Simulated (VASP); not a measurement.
# ZrB2 (P6/mmm) in VASP: relaxation of the atoms with PBE

Aim: the relaxation of the atoms of ZrB2 with PBE.

Everything below comes from runs of VASP 6.6.1. Logs are shortened: lines on timing, memory, paths and dates and some standing lists are left out, and cuts for length are marked.

**1. The cell of the first run**

It takes space group P6/mmm (No. 191, hexagonal). The conventional cell has a = 3.170 Å, b = 3.170 Å, c = 3.533 Å, α = 90.00°, β = 90.00°, γ = 120.00°. Zr (site symmetry 6/mmm) has 12 B at 2.54 Å and 8 Zr at 3.17 to 3.53 Å within 3.6 Å. B (site symmetry -6m2) has 3 B at 1.83 Å within 2.4 Å.

**2. Relaxation of the atoms, PBE**

INCAR

```
SYSTEM = ZrB2
PREC = Accurate
ENCUT = 520
EDIFF = 1E-6
ISMEAR = -1
SIGMA = 0.05
LREAL = .FALSE.
LASPH = .TRUE.
NELM = 100
ALGO = Normal
ISIF = 2
LWAVE = .FALSE.
LCHARG = .FALSE.
GGA = PE
IBRION = 2
NSW = 80
EDIFFG = -0.02
```

KPOINTS

```
Automatic mesh
0
G
  17 17 13
  0 0 0
```

POSCAR

```
ZrB2
1.0
    3.1700000000      0.0000000000      0.0000000000
   -1.5850000000      2.7453005300      0.0000000000
    0.0000000000      0.0000000000      3.5330000000
Zr B
1 2
Direct
    0.0000000000      0.0000000000      0.0000000000
    0.3333333333      0.6666666667      0.5000000000
    0.6666666667      0.3333333333      0.5000000000
```

Potentials or basis: VASP PAW PBE potentials, release 64 (Zr_sv, B).

Started as:

```console
$ cat potpaw_PBE.64/Zr_sv/POTCAR potpaw_PBE.64/B/POTCAR > POTCAR
$ mpirun -np 1 vasp_std > vasp.out
```

OUTCAR:

```text
SYSTEM = ZrB2
   PREC = Accurate
   ENCUT = 520
   EDIFF = 1E-6
   ISMEAR = -1
   LREAL = .FALSE.
   LASPH = .TRUE.
   NELM = 100
   ISIF = 2
   GGA = PE
   IBRION = 2
   NSW = 80
   EDIFFG = -0.02

 ion  position               nearest neighbor table
   1  0.000  0.000  0.000-   2 2.54   3 2.54   2 2.54   3 2.54   3 2.54   3 2.54   2 2.54   2 2.54
                             3 2.54   3 2.54   2 2.54   2 2.54
   2  0.333  0.667  0.500-   3 1.83   3 1.83   3 1.83   1 2.54   1 2.54   1 2.54   1 2.54   1 2.54
                             1 2.54
   3  0.667  0.333  0.500-   2 1.83   2 1.83   2 1.83   1 2.54   1 2.54   1 2.54   1 2.54   1 2.54
                             1 2.54

  LATTYP: Found a hexagonal cell.
 ALAT       =     3.1700000000
 C/A-ratio  =     1.1145110410

  Lattice vectors:

 A1 = (   3.1700000000,   0.0000000000,   0.0000000000)
 A2 = (  -1.5850000000,   2.7453005300,   0.0000000000)
 A3 = (   0.0000000000,   0.0000000000,   3.5330000000)

Analysis of symmetry for initial positions (statically):
=====================================================================
 Subroutine PRICEL returns:
 Original cell was already a primitive cell.

 Routine SETGRP: Setting up the symmetry group for a
 hexagonal supercell.

 Subroutine GETGRP returns: Found 24 space group operations
 (whereof 24 operations were pure point group operations)
 out of a pool of 24 trial point group operations.

The static configuration has the point symmetry D_6h.

Analysis of symmetry for dynamics (positions and initial velocities):
=====================================================================
 Subroutine PRICEL returns:
 Original cell was already a primitive cell.

 Routine SETGRP: Setting up the symmetry group for a
 hexagonal supercell.

 Subroutine GETGRP returns: Found 24 space group operations
 (whereof 24 operations were pure point group operations)
 out of a pool of 24 trial point group operations.

The dynamic configuration has the point symmetry D_6h.

 Subroutine INISYM returns: Found 24 space group operations
 (whereof 24 operations are pure point group operations),
 and found     1 'primitive' translations

----------------------------------------------------------------------------------------

                                     Primitive cell

  volume of cell :      30.7463

  direct lattice vectors                    reciprocal lattice vectors
     3.170000000  0.000000000  0.000000000     0.315457413  0.182129422  0.000000000
    -1.585000000  2.745300530  0.000000000     0.000000000  0.364258845  0.000000000
     0.000000000  0.000000000  3.533000000     0.000000000  0.000000000  0.283045570

  length of vectors
     3.170000000  3.170000000  3.533000000     0.364258845  0.364258845  0.283045570

  position of ions in fractional coordinates (direct lattice)
     0.000000000  0.000000000  0.000000000
     0.333333333  0.666666667  0.500000000
     0.666666667  0.333333333  0.500000000

  ion indices of the primitive-cell ions
   primitive index   ion index
                 1           1
                 2           2
                 3           3

----------------------------------------------------------------------------------------

 KPOINTS: Automatic mesh

Automatic generation of k-mesh.
 Grid dimensions read from file:
 generate k-points for:   17   17   13

 Generating k-lattice:

  Cartesian coordinates                     Fractional coordinates (reciprocal lattice)
     0.018556318  0.010713495  0.000000000     0.058823529  0.000000000  0.000000000
     0.000000000  0.021426991  0.000000000     0.000000000  0.058823529  0.000000000
     0.000000000  0.000000000  0.021772736     0.000000000  0.000000000  0.076923077

  Length of vectors
     0.021426991  0.021426991  0.021772736

  Shift w.r.t. Gamma in fractional coordinates (k-lattice)
     0.000000000  0.000000000  0.000000000

 Subroutine IBZKPT returns following result:
 ===========================================

 Found    231 irreducible k-points:

 Following reciprocal coordinates:
            Coordinates               Weight
  0.000000  0.000000  0.000000      1.000000
  0.058824 -0.000000  0.000000      6.000000
  0.117647 -0.000000  0.000000      6.000000
  0.176471 -0.000000  0.000000      6.000000
  0.235294 -0.000000  0.000000      6.000000
  0.294118  0.000000  0.000000      6.000000
[... 16 lines left out ...]
  0.411765  0.117647  0.000000     12.000000
  0.176471  0.176471  0.000000      6.000000
 [... further k-points ...]
   k-points           NKPTS =    231   k-points in BZ     NKDIM =    231   number of bands    NBANDS=     13
   number of dos      NEDOS =    301   number of ions     NIONS =      3
   total plane-waves  NPLWV =  16128
   dimension x,y,z NGX =    24 NGY =   24 NGZ =   28
   dimension x,y,z NGXF=    48 NGYF=   48 NGZF=   56
   ions per type =               1   2
   NGX,Y,Z   is equivalent  to a cutoff of  12.59, 12.59, 13.18 a.u.
   NGXF,Y,Z  is equivalent  to a cutoff of  25.17, 25.17, 26.35 a.u.
 SYSTEM =  ZrB2
   PREC   = accura    normal or accurate (medium, high low for compatibility)
   ISTART =      0    job   : 0-new  1-cont  2-samecut
   ICHARG =      2    charge: 1-file 2-atom 10-const
   ISPIN  =      1    spin polarized calculation?
   LNONCOLLINEAR =      F non collinear calculations
   LSORBIT =      F    spin-orbit coupling
   LASPH  =      T    aspherical Exc in radial PAW
   ENCUT  =  520.0 eV  38.22 Ry    6.18 a.u.   5.89  5.89  6.57*2*pi/ulx,y,z
   NELM   =    100;   NELMIN=  2; NELMDL= -5     # of ELM steps
   EDIFF  = 0.1E-05   stopping-criterion for ELM
   LREAL  =      F    real-space projection
   EDIFFG = -.2E-01   stopping-criterion for IOM
   NSW    =     80    number of steps for IOM
   IBRION =      2    ionic relax: 0-MD 1-quasi-New 2-CG
   NFREE  =      1    steps in history (QN), initial steepest desc. (CG)
   ISIF   =      2    stress and relaxation
   ISYM   =      2    0-nonsym 1-usesym 2-fastsym
   POTIM  = 0.5000    time-step for ionic-motion
   TEBEG  =    0.0;   TEEND  =   0.0 temperature during run
   PSTRESS=    0.0 pullay stress
   NELECT =      18.0000    total number of electrons
   NUPDOWN=      -1.0000    fix difference up-down
   EMIN   =  10.00;   EMAX   =-10.00  energy-range for DOS
   EFERMI =   0.00;   METHOD = LEGACY
   ISMEAR =    -1;   SIGMA  =   0.05  broadening in eV -4-tet -1-fermi 0-gaus
   EFERMI_NEDOS =   21; number of points for ismear=-14 and -15
   IALGO  =     38    algorithm
   IMIX   =      4    mixing-type and parameters
     AMIX     =   0.40;   BMIX     =  1.00
     AMIX_MAG =   1.60;   BMIX_MAG =  1.00
  volume/ion in A,a.u.               =      10.25        69.16
  Fermi-wavevector in a.u.,A,eV,Ry     =   1.369519  2.588016 25.518847  1.875582
  Thomas-Fermi vector in A             =   2.495387
   LORBIT       =      0    0 simple, 1 ext, 2 COOP (PROOUT), +10 PAW based schemes
   GGA     = PE    functional components
   LHFCALC =     F    Hartree Fock is set to
   AEXX    =    0.0000 exact exchange contribution
   IVDW    =     0    specifies the selected vdW correction
   LEPSILON=     F    determine dielectric tensor
   LRPA    =     F    only Hartree local field effects (RPA)
 conjugate gradient relaxation of ions
 non-spin polarized calculation
  energy-cutoff  :      520.00
  volume of cell :       30.75
 maximum number of plane-waves:       844
 NGX is ok and might be reduce to    24
   NGX = 11   NGY = 11   NGZ = 13

 number of electron      18.0000000 magnetization

 Free energy of the ion-electron system (eV)
  ---------------------------------------------------
  ext. energy  EPLUGINS =         0.00000000
  ---------------------------------------------------
  free energy    TOTEN  =       -24.97996447 eV

  energy without entropy =      -24.97826142  energy(sigma->0) =      -24.97911295

 E-fermi :  10.6032     XC(G=0): -12.4433

 val. band max:       10.5981490591   @ k =   0.0588   0.0588   0.4615
 cond. band min:      10.6158404942   @ k =   0.2353   0.1765   0.0769
 fundamental gap:      0.0176914351
 Fermi energy:        10.6031944690

 k-point     1 :       0.0000    0.0000    0.0000
  band No.  band energies     occupation
      1     -38.1044      2.00000
      2     -16.2927      2.00000
      3     -15.7374      2.00000
      4     -15.7374      2.00000
      5      -2.2049      2.00000
      6       7.8952      2.00000
      7       7.8952      2.00000
      8       7.9436      2.00000
      9       8.1767      2.00000
     10      13.9267      0.00000
     11      13.9267      0.00000
     12      14.7031      0.00000
     13      14.7031      0.00000

 k-point     2 :       0.0588   -0.0000    0.0000
  band No.  band energies     occupation
      1     -38.1006      2.00000
      2     -16.2869      2.00000
      3     -15.7715      2.00000
      4     -15.7447      2.00000
      5      -2.1353      2.00000
      6       7.6843      2.00000
      7       7.8975      2.00000
      8       8.0119      2.00000
      9       8.0979      2.00000
     10      13.8824      0.00000
     11      14.0432      0.00000
     12      14.2106      0.00000
     13      14.3757      0.00000

 k-point     3 :       0.1176   -0.0000    0.0000
  band No.  band energies     occupation
      1     -38.0894      2.00000
      2     -16.2703      2.00000
      3     -15.8681      2.00000
      4     -15.7658      2.00000
      5      -1.9305      2.00000
      6       7.1326      2.00000
      7       7.8897      2.00000
      8       7.8952      2.00000
      9       8.1939      2.00000
     10      13.4657      0.00000
     11      13.7593      0.00000
     12      14.0010      0.00000
     13      14.3143      0.00000
[... 305 lines left out ...]
 k-point    23 :       0.4118    0.1176    0.0000
  band No.  band energies     occupation
      1     -37.9853      2.00000
      2     -16.6281      2.00000
      3     -16.1145      2.00000
      4     -16.0301      2.00000
      5       1.5324      2.00000
      6       2.3650      2.00000
      7       6.1233      2.00000
      8       6.8176      2.00000
      9       9.1715      2.00000
     10      10.7540      0.09348
     11      14.0843      0.00000
     12      15.1767      0.00000
     13      15.3738      0.00000

 k-point    24 :       0.1765    0.1765    0.0000
  band No.  band energies     occupation
      1     -38.0260      2.00000
      2     -16.3317      2.00000
      3     -16.1754      2.00000
      4     -15.9432      2.00000
      5      -0.5077      2.00000
      6       4.9286      2.00000
      7       6.5424      2.00000
      8       7.1344      2.00000
      9       9.5756      2.00000
     10      11.6638      0.00000
     11      11.8668      0.00000
     12      14.9789      0.00000
     13      16.3915      0.00000

 [... further k-points ...]

------------------------ aborting loop because EDIFF is reached ----------------------------------------

  FORCE on cell =-STRESS in cart. coord.  units (eV):
  Direction    XX          YY          ZZ          XY          YZ          ZX
  --------------------------------------------------------------------------------------
  -------------------------------------------------------------------------------------
  Total        0.1338995      0.1338995      0.2567081      0.0000000      0.0000000      0.0000000
  in kB        6.9774510      6.9774510     13.3769585      0.0000000      0.0000000      0.0000000
  external PRESSURE =       9.1106202 kB  Pullay stress =       0.0000000 kB

 VOLUME and BASIS-vectors are now :
 -----------------------------------------------------------------------------
  energy-cutoff  :      520.00
  volume of cell :       30.75
      direct lattice vectors                 reciprocal lattice vectors
     3.170000000  0.000000000  0.000000000     0.315457413  0.182129422  0.000000000
    -1.585000000  2.745300530  0.000000000     0.000000000  0.364258845  0.000000000
     0.000000000  0.000000000  3.533000000     0.000000000  0.000000000  0.283045570

 POSITION                                       TOTAL-FORCE (eV/Angst)
 -----------------------------------------------------------------------------------
      0.00000      0.00000      0.00000        -0.000000      0.000000      0.000000
     -0.00000      1.83020      1.76650         0.000000      0.000000      0.000000
      1.58500      0.91510      1.76650        -0.000000      0.000000      0.000000
 -----------------------------------------------------------------------------------
    total drift:                               -0.000000      0.000000     -0.000000

  FREE ENERGIE OF THE ION-ELECTRON SYSTEM (eV)
  ---------------------------------------------------
  free  energy   TOTEN  =       -24.9799644709 eV

  energy  without entropy=      -24.9782614216  energy(sigma->0) =      -24.97911295

 reached required accuracy - stopping structural energy minimisation
```

Run time: 94 s. Hardware: 1 thread of Intel Xeon Platinum 8259CL at 2.50GHz (Skylake/Cascade Lake), shared host; peak memory 0.22 GiB.

Results:

```
Free energy             : -24.9800 eV
Pressure after relaxing : 0.9 GPa
Band gap on the k mesh  : zero (bands 9 and 10 overlap by 1.23 eV)
```

Final structure:
```
Zr B
1.0
     3.17000    0.00000    0.00000
    -1.58500    2.74530    0.00000
     0.00000    0.00000    3.53300
Zr B
1 2
Direct
  0.00000 0.00000 0.00000
  0.33333 0.66667 0.50000
  0.66667 0.33333 0.50000
```

Caveat: the relaxation stopped at its first step, so nothing moved.
